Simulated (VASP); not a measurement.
# Zn2S (P4/mmm) in VASP: relaxation of cell and atoms with PBE

Aim: the relaxation of cell and atoms of Zn2S with PBE.

Program: VASP 6.6.1. These are calculated values, not measurements. Logs are shortened: lines on timing, memory, paths and dates and some standing lists are left out, and cuts for length are marked.

## (1) The cell of the first run

Symmetry: P4/mmm, No. 123, tetragonal system. Conventional cell: a = 4.794 Å, b = 4.794 Å, c = 3.845 Å, α = 90.00°, β = 90.00°, γ = 90.00°. Within 3.2 Å of Zn (site symmetry mmm) lie 2 S at 2.40 Å. Within 3.2 Å of S (site symmetry 4/mmm) lie 4 Zn at 2.40 Å.

The cell was built from a structure type or drawn by symmetry, and may not be a known phase.

## (2) Relaxation of cell and atoms, PBE

Input file INCAR:

```
SYSTEM = Zn2S
PREC     = Accurate       ! precision mode
ENCUT    = 600            ! plane-wave cutoff, eV
EDIFF    = 1E-7           ! SCF threshold, eV
ISMEAR   = 0              ! smearing method
SIGMA    = 0.1            ! smearing width, eV
LREAL    = .False.        ! projectors in reciprocal space
LASPH    = .True.         ! aspherical terms in the spheres
NELM     = 100            ! most SCF steps
ALGO     = Normal         ! electronic algorithm
ISIF     = 3              ! what is computed and relaxed
LWAVE    = .False.        ! write WAVECAR
LCHARG   = .False.        ! write CHGCAR
GGA      = PE             ! functional
IBRION   = 2              ! ionic algorithm
NSW      = 100            ! ionic steps
EDIFFG   = -0.01          ! ionic threshold
```

Input file KPOINTS:

```
regular mesh
0
Gamma
  10 10 12
  0 0 0
```

Input file POSCAR:

```
Zn2S
1.0
    4.7940257100      0.0000000000      0.0000000000
    0.0000000000      4.7940257100      0.0000000000
    0.0000000000      0.0000000000      3.8449336350
Zn S
2 1
Direct
    0.0000000000      0.5000000000      0.0000000000
    0.5000000000      0.0000000000      0.0000000000
    0.5000000000      0.5000000000      0.0000000000
```

Potentials or basis: VASP PAW PBE potentials, release 64 (Zn, S).

On the command line:

```console
> cat potpaw_PBE.64/Zn/POTCAR potpaw_PBE.64/S/POTCAR > POTCAR
> mpirun -np 1 vasp_std > vasp.out
```

OUTCAR:

```text
SYSTEM = Zn2S
   PREC = Accurate
   ENCUT = 600
   EDIFF = 1E-7
   ISMEAR = 0
   LREAL = .False.
   LASPH = .True.
   NELM = 100
   ISIF = 3
   GGA = PE
   IBRION = 2
   NSW = 100
   EDIFFG = -0.01

 ion  position               nearest neighbor table
   1  0.000  0.500  0.000-   3 2.40   3 2.40
   2  0.500  0.000  0.000-   3 2.40   3 2.40
   3  0.500  0.500  0.000-   1 2.40   2 2.40   2 2.40   1 2.40

  LATTYP: Found a simple tetragonal cell.
 ALAT       =     4.7940257100
 C/A-ratio  =     0.8020260774

  Lattice vectors:

 A1 = (   4.7940257100,   0.0000000000,   0.0000000000)
 A2 = (   0.0000000000,   4.7940257100,   0.0000000000)
 A3 = (   0.0000000000,   0.0000000000,   3.8449336350)

Analysis of symmetry for initial positions (statically):
=====================================================================
 Subroutine PRICEL returns:
 Original cell was already a primitive cell.

 Routine SETGRP: Setting up the symmetry group for a
 simple tetragonal supercell.

 Subroutine GETGRP returns: Found 16 space group operations
 (whereof 16 operations were pure point group operations)
 out of a pool of 16 trial point group operations.

The static configuration has the point symmetry D_4h.

Analysis of symmetry for dynamics (positions and initial velocities):
=====================================================================
 Subroutine PRICEL returns:
 Original cell was already a primitive cell.

 Routine SETGRP: Setting up the symmetry group for a
 simple tetragonal supercell.

 Subroutine GETGRP returns: Found 16 space group operations
 (whereof 16 operations were pure point group operations)
 out of a pool of 16 trial point group operations.

The dynamic configuration has the point symmetry D_4h.

 Subroutine INISYM returns: Found 16 space group operations
 (whereof 16 operations are pure point group operations),
 and found     1 'primitive' translations

----------------------------------------------------------------------------------------

                                     Primitive cell

  volume of cell :      88.3669

  direct lattice vectors                    reciprocal lattice vectors
     4.794025710  0.000000000  0.000000000     0.208592957  0.000000000  0.000000000
     0.000000000  4.794025710  0.000000000     0.000000000  0.208592957  0.000000000
     0.000000000  0.000000000  3.844933635     0.000000000  0.000000000  0.260082512

  length of vectors
     4.794025710  4.794025710  3.844933635     0.208592957  0.208592957  0.260082512

  position of ions in fractional coordinates (direct lattice)
     0.000000000  0.500000000  0.000000000
     0.500000000  0.000000000  0.000000000
     0.500000000  0.500000000  0.000000000

  ion indices of the primitive-cell ions
   primitive index   ion index
                 1           1
                 2           2
                 3           3

----------------------------------------------------------------------------------------

 KPOINTS: regular mesh

Automatic generation of k-mesh.
 Grid dimensions read from file:
 generate k-points for:   10   10   12

 Generating k-lattice:

  Cartesian coordinates                     Fractional coordinates (reciprocal lattice)
     0.020859296  0.000000000  0.000000000     0.100000000  0.000000000  0.000000000
     0.000000000  0.020859296  0.000000000     0.000000000  0.100000000  0.000000000
     0.000000000  0.000000000  0.021673543     0.000000000  0.000000000  0.083333333

  Length of vectors
     0.020859296  0.020859296  0.021673543

  Shift w.r.t. Gamma in fractional coordinates (k-lattice)
     0.000000000  0.000000000  0.000000000

 Subroutine IBZKPT returns following result:
 ===========================================

 Found    147 irreducible k-points:

 Following reciprocal coordinates:
            Coordinates               Weight
  0.000000  0.000000  0.000000      1.000000
  0.100000  0.000000  0.000000      4.000000
  0.200000  0.000000  0.000000      4.000000
  0.300000  0.000000  0.000000      4.000000
  0.400000  0.000000  0.000000      4.000000
  0.500000  0.000000  0.000000      2.000000
[... 16 lines left out ...]
  0.100000  0.000000  0.083333      8.000000
  0.200000  0.000000  0.083333      8.000000
 [... further k-points ...]
   k-points           NKPTS =    147   k-points in BZ     NKDIM =    147   number of bands    NBANDS=     19
   number of dos      NEDOS =    301   number of ions     NIONS =      3
   total plane-waves  NPLWV =  51200
   dimension x,y,z NGX =    40 NGY =   40 NGZ =   32
   dimension x,y,z NGXF=    80 NGYF=   80 NGZF=   64
   ions per type =               2   1
   NGX,Y,Z   is equivalent  to a cutoff of  13.87, 13.87, 13.84 a.u.
   NGXF,Y,Z  is equivalent  to a cutoff of  27.74, 27.74, 27.67 a.u.
 SYSTEM =  Zn2S
   PREC   = accura    normal or accurate (medium, high low for compatibility)
   ISTART =      0    job   : 0-new  1-cont  2-samecut
   ICHARG =      2    charge: 1-file 2-atom 10-const
   ISPIN  =      1    spin polarized calculation?
   LNONCOLLINEAR =      F non collinear calculations
   LSORBIT =      F    spin-orbit coupling
   LASPH  =      T    aspherical Exc in radial PAW
   ENCUT  =  600.0 eV  44.10 Ry    6.64 a.u.   9.57  9.57  7.68*2*pi/ulx,y,z
   NELM   =    100;   NELMIN=  2; NELMDL= -5     # of ELM steps
   EDIFF  = 0.1E-06   stopping-criterion for ELM
   LREAL  =      F    real-space projection
   EDIFFG = -.1E-01   stopping-criterion for IOM
   NSW    =    100    number of steps for IOM
   IBRION =      2    ionic relax: 0-MD 1-quasi-New 2-CG
   NFREE  =      1    steps in history (QN), initial steepest desc. (CG)
   ISIF   =      3    stress and relaxation
   ISYM   =      2    0-nonsym 1-usesym 2-fastsym
   POTIM  = 0.5000    time-step for ionic-motion
   TEBEG  =    0.0;   TEEND  =   0.0 temperature during run
   PSTRESS=    0.0 pullay stress
   NELECT =      30.0000    total number of electrons
   NUPDOWN=      -1.0000    fix difference up-down
   EMIN   =  10.00;   EMAX   =-10.00  energy-range for DOS
   EFERMI =   0.00;   METHOD = LEGACY
   ISMEAR =     0;   SIGMA  =   0.10  broadening in eV -4-tet -1-fermi 0-gaus
   EFERMI_NEDOS =   21; number of points for ismear=-14 and -15
   IALGO  =     38    algorithm
   IMIX   =      4    mixing-type and parameters
     AMIX     =   0.40;   BMIX     =  1.00
     AMIX_MAG =   1.60;   BMIX_MAG =  1.00
  volume/ion in A,a.u.               =      29.46       198.78
  Fermi-wavevector in a.u.,A,eV,Ry     =   1.142051  2.158163 17.745805  1.304280
  Thomas-Fermi vector in A             =   2.278750
   LORBIT       =      0    0 simple, 1 ext, 2 COOP (PROOUT), +10 PAW based schemes
   GGA     = PE    functional components
   LHFCALC =     F    Hartree Fock is set to
   AEXX    =    0.0000 exact exchange contribution
   IVDW    =     0    specifies the selected vdW correction
   LEPSILON=     F    determine dielectric tensor
   LRPA    =     F    only Hartree local field effects (RPA)
 conjugate gradient relaxation of ions
 non-spin polarized calculation
 Gauss-broadening in eV      SIGMA  =   0.10
  energy-cutoff  :      600.00
  volume of cell :       88.37
 maximum number of plane-waves:      2987
 NGX is ok and might be reduce to    40
   NGX = 19   NGY = 19   NGZ = 15

--------------------------------------- Ionic step        1  -------------------------------------------

 number of electron      29.9999975 magnetization

 Free energy of the ion-electron system (eV)
  ---------------------------------------------------
  ext. energy  EPLUGINS =         0.00000000
  ---------------------------------------------------
  free energy    TOTEN  =        -5.34752022 eV

  energy without entropy =       -5.34256381  energy(sigma->0) =       -5.34504201

------------------------ aborting loop because EDIFF is reached ----------------------------------------

  FORCE on cell =-STRESS in cart. coord.  units (eV):
  Direction    XX          YY          ZZ          XY          YZ          ZX
  --------------------------------------------------------------------------------------
  -------------------------------------------------------------------------------------
  Total        0.0091799      0.0091799      0.1106262      0.0000000      0.0000000     -0.0000000
  in kB        0.1664405      0.1664405      2.0057601      0.0000000      0.0000000     -0.0000000
  external PRESSURE =       0.7795470 kB  Pullay stress =       0.0000000 kB
[... 207 lines left out ...]
  energy  without entropy=       -5.3429133348  energy(sigma->0) =       -5.34602881

--------------------------------------- Ionic step        7  -------------------------------------------

 number of electron      29.9999993 magnetization

 Free energy of the ion-electron system (eV)
  ---------------------------------------------------
  ext. energy  EPLUGINS =         0.00000000
  ---------------------------------------------------
  free energy    TOTEN  =        -5.34924837 eV

  energy without entropy =       -5.34288459  energy(sigma->0) =       -5.34606648

 E-fermi :   0.6502     XC(G=0):  -7.6959

 val. band max:        0.6359824219   @ k =   0.4000   0.4000   0.3333
 cond. band min:       0.6539078897   @ k =   0.3000   0.3000   0.0833
 fundamental gap:      0.0179254678
 Fermi energy:         0.6501709054

 k-point     1 :       0.0000    0.0000    0.0000
  band No.  band energies     occupation
      1     -13.2237      2.00000
      2      -6.8137      2.00000
      3      -6.7029      2.00000
      4      -6.6703      2.00000
      5      -6.6318      2.00000
      6      -6.6318      2.00000
[... 11 lines left out ...]
     18       4.9424      0.00000
     19       5.6567      0.00000
[... 489 lines left out ...]
      3      -6.8001      2.00000
      4      -6.6839      2.00000
      5      -6.6377      2.00000
      6      -6.6262      2.00000
[... 11 lines left out ...]
     18       4.2479      0.00000
     19       5.2408      0.00000

 [... further k-points ...]

------------------------ aborting loop because EDIFF is reached ----------------------------------------

  FORCE on cell =-STRESS in cart. coord.  units (eV):
  Direction    XX          YY          ZZ          XY          YZ          ZX
  --------------------------------------------------------------------------------------
  -------------------------------------------------------------------------------------
  Total       -0.0225212     -0.0225212     -0.0116803      0.0000000      0.0000000      0.0000000
  in kB       -0.3893018     -0.3893018     -0.2019056      0.0000000      0.0000000      0.0000000
  external PRESSURE =      -0.3268364 kB  Pullay stress =       0.0000000 kB
[... 18 lines left out ...]
  FREE ENERGIE OF THE ION-ELECTRON SYSTEM (eV)
  ---------------------------------------------------
  free  energy   TOTEN  =        -5.3492483731 eV

  energy  without entropy=       -5.3428845948  energy(sigma->0) =       -5.34606648

 reached required accuracy - stopping structural energy minimisation
```

Run time: 24 min. Hardware: 1 thread of Intel Xeon 8259CL, shared host; peak memory 0.43 GiB.

What came out:

* Free energy: -5.3492 eV
* Relaxed volume: 30.90 Å³/atom
* Relaxed cell: a = 4.800 Å, b = 4.800 Å, c = 4.023 Å, α = 90.00°, β = 90.00°, γ = 90.00°
* Space group after relaxing (to 0.1 Å): P4/mmm (No. 123)
* Energy gained by relaxing: 0.6 meV/atom
* Ionic steps: 7
* Pressure after relaxing: 0.0 GPa
* Band gap on the k mesh: zero (bands 15 and 16 overlap by 2.16 eV)

Step by step:
```
step  energy change (eV)  largest force (eV/Å)  pressure (GPa)  volume (Å³)
   1              0.0000                0.0000            0.08        88.37
   2             -0.0002                0.0000            0.07        88.55
   3             -0.0007                0.0000            0.03        89.10
   4             -0.0013                0.0000           -0.04        90.20
   5             -0.0015                0.0000           -0.16        92.42
   6             -0.0016                0.0000           -0.12        92.51
   7             -0.0017                0.0000           -0.03        92.69
```

Final structure:
```
CELL_PARAMETERS angstrom
4.79967 0.00000 0.00000
0.00000 4.79967 0.00000
0.00000 0.00000 4.02340
ATOMIC_POSITIONS crystal
Zn 0.00000 0.50000 0.00000
Zn 0.50000 0.00000 0.00000
S 0.50000 0.50000 0.00000
```
